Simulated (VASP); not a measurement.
Input of a VASP 6.6.1 run:

The input INCAR:

```
  PREC = Accurate
  ENCUT = 520
  EDIFF = 1E-7
  ISMEAR = -1
  SIGMA = 0.02
  LREAL = F
  LASPH = T
  NELM = 60
  ALGO = Normal
  ISIF = 2
  LWAVE = F
  LCHARG = T
  GGA = PE
  LELF = T
  LVHAR = T
  NBANDS = 15
```

KPOINTS

```
Automatic mesh
0
Gamma
  6 6 6
```

File POSCAR:

```
CaSe
1.0
    0.0000000000      3.2795613703      3.2634915196
    3.2795613703      0.0000000000      3.2634915196
    3.2795613703      3.2795613703      0.0000000000
Ca Se
1 1
Direct
    0.0000000000      0.0000000000      0.0000000000
    0.2500000000      0.2500000000      0.2500000000
```

Potentials or basis: VASP PAW PBE potentials, release 64 (Ca_sv, Se).

Run with:

```sh
$ cat potpaw_PBE.64/Ca_sv/POTCAR potpaw_PBE.64/Se/POTCAR > POTCAR
$ mpirun -np 1 vasp_std > vasp.out
```

Task: What does it give for the pressure?

Result: 0.7 GPa.

Task: Estimate the band gap on the k mesh.

Result: 3.22 eV (least direct gap 3.31 eV).

Caveat: the cell differs from its parent crystal (uniaxial z strain -0.5%); the structure was generated, so it needn't be the stable form of CaSe. A k mesh can miss the band edges.
